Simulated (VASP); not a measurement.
# BAs (l.bA) (F-43m) in VASP: notebook, part 2 of 2

VASP 6.6.1.

**3. Single point, LDA**

This run uses another cell than the first one, of 13.24 Å³/atom, 0.976 times its volume.

INCAR reads:

```
PREC = Accurate
ENCUT = 500
EDIFF = 1E-6
ISMEAR = 0
SIGMA = 0.02
LREAL = False
LASPH = True
NELM = 120
ALGO = Normal
ISIF = 2
LWAVE = False
LCHARG = False
NBANDS = 11
GGA_COMPAT = False
```

KPOINTS reads:

```
Automatic mesh
0
Gamma
  10 10 10
```

POSCAR reads:

```
BAs
1.0
    0.0000000000      2.3659693696      2.3659693696
    2.3659693696      0.0000000000      2.3659693696
    2.3659693696      2.3659693696      0.0000000000
B As
1 1
Direct
    0.0000000000      0.0000000000      0.0000000000
    0.2500000000      0.2500000000      0.2500000000
```

Potentials or basis: VASP PAW LDA potentials, release 64 (B, As).

Run with:

```console
$ cat potpaw_LDA.64/B/POTCAR potpaw_LDA.64/As/POTCAR > POTCAR
$ mpirun -np 1 vasp_std > vasp.out
```

OUTCAR:

```text
PREC = Accurate
   ENCUT = 500
   EDIFF = 1E-6
   ISMEAR = 0
   LREAL = False
   LASPH = True
   NELM = 120
   ISIF = 2

 ion  position               nearest neighbor table
   1  0.000  0.000  0.000-   2 2.05   2 2.05   2 2.05   2 2.05
   2  0.250  0.250  0.250-   1 2.05   1 2.05   1 2.05   1 2.05

  LATTYP: Found a face centered cubic cell.
 ALAT       =     4.7319387392

  Lattice vectors:

 A1 = (   0.0000000000,   2.3659693696,   2.3659693696)
 A2 = (   2.3659693696,   0.0000000000,   2.3659693696)
 A3 = (   2.3659693696,   2.3659693696,   0.0000000000)

Analysis of symmetry for initial positions (statically):
=====================================================================
 Subroutine PRICEL returns:
 Original cell was already a primitive cell.

 Routine SETGRP: Setting up the symmetry group for a
 face centered cubic supercell.

 Subroutine GETGRP returns: Found 24 space group operations
 (whereof 24 operations were pure point group operations)
 out of a pool of 48 trial point group operations.

The static configuration has the point symmetry T_d .

Analysis of symmetry for dynamics (positions and initial velocities):
=====================================================================
 Subroutine PRICEL returns:
 Original cell was already a primitive cell.

 Routine SETGRP: Setting up the symmetry group for a
 face centered cubic supercell.

 Subroutine GETGRP returns: Found 24 space group operations
 (whereof 24 operations were pure point group operations)
 out of a pool of 48 trial point group operations.

The dynamic configuration has the point symmetry T_d .

 Subroutine INISYM returns: Found 24 space group operations
 (whereof 24 operations are pure point group operations),
 and found     1 'primitive' translations

----------------------------------------------------------------------------------------

                                     Primitive cell

  volume of cell :      26.4885

  direct lattice vectors                    reciprocal lattice vectors
     0.000000000  2.365969370  2.365969370    -0.211329870  0.211329870  0.211329870
     2.365969370  0.000000000  2.365969370     0.211329870 -0.211329870  0.211329870
     2.365969370  2.365969370  0.000000000     0.211329870  0.211329870 -0.211329870

  length of vectors
     3.345985971  3.345985971  3.345985971     0.366034073  0.366034073  0.366034073

  position of ions in fractional coordinates (direct lattice)
     0.000000000  0.000000000  0.000000000
     0.250000000  0.250000000  0.250000000

  ion indices of the primitive-cell ions
   primitive index   ion index
                 1           1
                 2           2

----------------------------------------------------------------------------------------

 KPOINTS: Automatic mesh

Automatic generation of k-mesh.
 Grid dimensions read from file:
 generate k-points for:   10   10   10

 Generating k-lattice:

  Cartesian coordinates                     Fractional coordinates (reciprocal lattice)
    -0.021132987  0.021132987  0.021132987     0.100000000  0.000000000  0.000000000
     0.021132987 -0.021132987  0.021132987     0.000000000  0.100000000  0.000000000
     0.021132987  0.021132987 -0.021132987     0.000000000  0.000000000  0.100000000

  Length of vectors
     0.036603407  0.036603407  0.036603407

  Shift w.r.t. Gamma in fractional coordinates (k-lattice)
     0.000000000  0.000000000  0.000000000

 Subroutine IBZKPT returns following result:
 ===========================================

 Found     47 irreducible k-points:

 Following reciprocal coordinates:
            Coordinates               Weight
  0.000000  0.000000  0.000000      1.000000
  0.100000  0.000000  0.000000      8.000000
  0.200000  0.000000  0.000000      8.000000
  0.300000  0.000000  0.000000      8.000000
  0.400000  0.000000  0.000000      8.000000
  0.500000  0.000000  0.000000      4.000000
[... 16 lines left out ...]
  0.300000  0.300000  0.000000      6.000000
  0.400000  0.300000  0.000000     24.000000
 [... further k-points ...]
   k-points           NKPTS =     47   k-points in BZ     NKDIM =     47   number of bands    NBANDS=     11
   number of dos      NEDOS =    301   number of ions     NIONS =      2
   total plane-waves  NPLWV =  13824
   dimension x,y,z NGX =    24 NGY =   24 NGZ =   24
   dimension x,y,z NGXF=    48 NGYF=   48 NGZF=   48
   ions per type =               1   1
   NGX,Y,Z   is equivalent  to a cutoff of  11.92, 11.92, 11.92 a.u.
   NGXF,Y,Z  is equivalent  to a cutoff of  23.85, 23.85, 23.85 a.u.
 SYSTEM =  unknown system
   PREC   = accura    normal or accurate (medium, high low for compatibility)
   ISTART =      0    job   : 0-new  1-cont  2-samecut
   ICHARG =      2    charge: 1-file 2-atom 10-const
   ISPIN  =      1    spin polarized calculation?
   LNONCOLLINEAR =      F non collinear calculations
   LSORBIT =      F    spin-orbit coupling
   LASPH  =      T    aspherical Exc in radial PAW
   ENCUT  =  500.0 eV  36.75 Ry    6.06 a.u.   6.10  6.10  6.10*2*pi/ulx,y,z
   NELM   =    120;   NELMIN=  2; NELMDL= -5     # of ELM steps
   EDIFF  = 0.1E-05   stopping-criterion for ELM
   LREAL  =      F    real-space projection
[... 7 lines left out ...]
   TEBEG  =    0.0;   TEEND  =   0.0 temperature during run
   PSTRESS=    0.0 pullay stress
   NELECT =       8.0000    total number of electrons
   NUPDOWN=      -1.0000    fix difference up-down
   EMIN   =  10.00;   EMAX   =-10.00  energy-range for DOS
   EFERMI =   0.00;   METHOD = LEGACY
   ISMEAR =     0;   SIGMA  =   0.02  broadening in eV -4-tet -1-fermi 0-gaus
   EFERMI_NEDOS =   21; number of points for ismear=-14 and -15
   IALGO  =     38    algorithm
   IMIX   =      4    mixing-type and parameters
     AMIX     =   0.40;   BMIX     =  1.00
     AMIX_MAG =   1.60;   BMIX_MAG =  1.00
  volume/ion in A,a.u.               =      13.24        89.38
  Fermi-wavevector in a.u.,A,eV,Ry     =   1.098379  2.075636 16.414576  1.206437
  Thomas-Fermi vector in A             =   2.234756
   LORBIT       =      0    0 simple, 1 ext, 2 COOP (PROOUT), +10 PAW based schemes
   GGA     = CA    functional components
   LHFCALC =     F    Hartree Fock is set to
   AEXX    =    0.0000 exact exchange contribution
   IVDW    =     0    specifies the selected vdW correction
   LEPSILON=     F    determine dielectric tensor
   LRPA    =     F    only Hartree local field effects (RPA)
 non-spin polarized calculation
 Gauss-broadening in eV      SIGMA  =   0.02
  energy-cutoff  :      500.00
  volume of cell :       26.49
 maximum number of plane-waves:       692
   NGX = 13   NGY = 13   NGZ = 13

 number of electron       8.0000001 magnetization

 Free energy of the ion-electron system (eV)
  ---------------------------------------------------
  ext. energy  EPLUGINS =         0.00000000
  ---------------------------------------------------
  free energy    TOTEN  =       -12.92567218 eV

  energy without entropy =      -12.92567218  energy(sigma->0) =      -12.92567218

 E-fermi :   6.5687     XC(G=0): -10.9028

 val. band max:        6.4817250354   @ k =   0.0000   0.0000   0.0000
 cond. band min:       7.5783121058   @ k =   0.4000   0.4000   0.0000
 fundamental gap:      1.0965870704
 Fermi energy:         6.5687344322

 k-point     1 :       0.0000    0.0000    0.0000
  band No.  band energies     occupation
      1      -9.1557      2.00000
      2       6.4817      2.00000
      3       6.4817      2.00000
      4       6.4817      2.00000
      5       9.7681      0.00000
      6       9.7681      0.00000
      7       9.7681      0.00000
      8      11.5403      0.00000
      9      15.9827      0.00000
     10      19.6336      0.00000
     11      19.6336      0.00000

 k-point     2 :       0.1000    0.0000    0.0000
  band No.  band energies     occupation
      1      -8.9877      2.00000
      2       5.0761      2.00000
      3       6.1702      2.00000
      4       6.1702      2.00000
      5       9.9651      0.00000
      6      10.1762      0.00000
      7      10.1762      0.00000
      8      12.3385      0.00000
      9      16.6474      0.00000
     10      18.4660      0.00000
     11      18.4660      0.00000
[... 295 lines left out ...]
 k-point    24 :       0.4000    0.3000    0.0000
  band No.  band energies     occupation
      1      -6.4487      2.00000
      2       0.0063      2.00000
      3       2.3874      2.00000
      4       2.8955      2.00000
      5       8.1153      0.00000
      6       9.8268      0.00000
      7      15.4445      0.00000
      8      15.6587      0.00000
      9      18.6265      0.00000
     10      22.4871      0.00000
     11      22.5762      0.00000

 [... further k-points ...]
[... 5 lines left out ...]
  --------------------------------------------------------------------------------------
  -------------------------------------------------------------------------------------
  Total        0.1626962      0.1626962      0.1626962      0.0000000     -0.0000000      0.0000000
  in kB        9.8408044      9.8408044      9.8408044      0.0000000     -0.0000000      0.0000000
  external PRESSURE =       9.8408044 kB  Pullay stress =       0.0000000 kB

 VOLUME and BASIS-vectors are now :
 -----------------------------------------------------------------------------
  energy-cutoff  :      500.00
  volume of cell :       26.49
      direct lattice vectors                 reciprocal lattice vectors
     0.000000000  2.365969370  2.365969370    -0.211329870  0.211329870  0.211329870
     2.365969370  0.000000000  2.365969370     0.211329870 -0.211329870  0.211329870
     2.365969370  2.365969370  0.000000000     0.211329870  0.211329870 -0.211329870

 POSITION                                       TOTAL-FORCE (eV/Angst)
 -----------------------------------------------------------------------------------
      0.00000      0.00000      0.00000        -0.000000     -0.000000     -0.000000
      1.18298      1.18298      1.18298         0.000000      0.000000      0.000000
 -----------------------------------------------------------------------------------
    total drift:                                0.000000      0.000000      0.000000

  FREE ENERGIE OF THE ION-ELECTRON SYSTEM (eV)
  ---------------------------------------------------
  free  energy   TOTEN  =       -12.9256721751 eV

  energy  without entropy=      -12.9256721751  energy(sigma->0) =      -12.92567218
```

Wall time 9.6 s (1 thread of Intel Xeon 8259CL, shared host); peak memory 0.13 GiB.

What came out:

```yaml
Free_energy: -12.9257 eV
Pressure: 1.0 GPa
Band_gap_on_the_k_mesh: 1.10 eV, indirect (least direct gap 3.29 eV)
```

Levels at points of the mesh, in eV from the valence-band top:
```csv
k point,band 2,band 3,band 4,band 5,band 6,band 7
"(0.00, 0.00, 0.00)",0.00,0.00,0.00,3.29,3.29,3.29
"(0.50, 0.00, 0.00)",-8.97,-1.87,-1.87,2.86,4.78,4.78
"(0.50, 0.50, 0.00)",-8.59,-4.20,-4.20,1.32,1.38,11.51
```

A k mesh can miss the band edges. As with any semilocal functional, this LDA gap is likely too small.

**4. Relaxation of cell and atoms, LDA**

INCAR reads:

```
SYSTEM = BAs
ALGO = Normal
EDIFF = 1E-7
EDIFFG = -0.002
ENCUT = 500
GGA = CA
GGA_COMPAT = .False.
IBRION = 2
ISIF = 3
ISMEAR = 0
LASPH = .True.
LCHARG = .False.
LREAL = .False.
LWAVE = .False.
NELM = 120
NELMIN = 4
NSW = 100
PREC = Accurate
SIGMA = 0.02
```

KPOINTS reads:

```
k-points
0
Gamma
  10 10 10
  0 0 0
```

POSCAR reads:

```
BAs
1.0
    0.0000000000      2.3850000000      2.3850000000
    2.3850000000      0.0000000000      2.3850000000
    2.3850000000      2.3850000000      0.0000000000
B As
1 1
Direct
    0.0000000000      0.0000000000      0.0000000000
    0.2500000000      0.2500000000      0.2500000000
```

Run with:

```console
$ cat potpaw_LDA.64/B/POTCAR potpaw_LDA.64/As/POTCAR > POTCAR
$ mpirun -np 1 vasp_std > vasp.out
```

It took 36 s on 1 thread of Intel Xeon 8259CL, shared host; peak memory 0.15 GiB.

Results (log left out):

* Free energy: -12.9264 eV
* Relaxed volume: 13.33 Å³/atom
* Relaxed cell: a = 3.353 Å, b = 3.353 Å, c = 3.353 Å, α = 60.00°, β = 60.00°, γ = 60.00°
* Space group after relaxing (to 0.05 Å): F-43m (No. 216)
* Energy gained by relaxing: 1.8 meV/atom
* Ionic steps: 3
* Pressure after relaxing: 0.0 GPa
* Band gap on the k mesh: 1.10 eV, indirect (least direct gap 3.28 eV)

The path:
| step | energy change (eV) | largest force (eV/Å) | pressure (GPa) | volume (Å³) |
| --- | --- | --- | --- | --- |
| 1 | 0.0000 | 0.0000 | -2.48 | 27.13 |
| 2 | -0.0016 | 0.0000 | 1.99 | 26.32 |
| 3 | -0.0037 | 0.0000 | -0.01 | 26.66 |

Final structure:
```
B As
1.0
     0.00000    2.37119    2.37119
     2.37119    0.00000    2.37119
     2.37119    2.37119    0.00000
B As
1 1
Direct
  0.00000 0.00000 0.00000
  0.25000 0.25000 0.25000
```

Levels at points of the mesh, in eV from the valence-band top:
```
           k point  band 1  band 2  band 3  band 4  band 5  band 6  band 7  band 8
(0.00, 0.00, 0.00)  -15.58    0.00    0.00    0.00    3.28    3.28    3.28    4.97
(0.50, 0.00, 0.00)  -12.64   -8.92   -1.85   -1.85    2.82    4.78    4.78    8.74
(0.50, 0.50, 0.00)  -11.33   -8.55   -4.17   -4.17    1.32    1.39   11.44   11.44
```

A k mesh can miss the band edges.

**5. The runs side by side**

```csv
task,cell,k mesh,smearing,gap on the mesh (eV),pressure (GPa)
single point,"a = 3.373 Å, angles 60.0°, 2 atoms",6 × 6 × 6,gaussian 0.1 eV,1.22,-2.5
single point,"a = 3.346 Å, angles 60.0°, 2 atoms",10 × 10 × 10,gaussian 0.02 eV,1.10,1.0
relaxation of cell and atoms,"relaxed from a = 3.373 Å, angles 60.0°, 2 atoms",10 × 10 × 10,gaussian 0.02 eV,1.10,0.0
```

Alike in all rows: level LDA; potentials or basis VASP PAW LDA potentials, release 64 (B, As); no spin polarisation; cutoff (eV) 500.

Absolute energies hang on the potentials; compare differences alone.
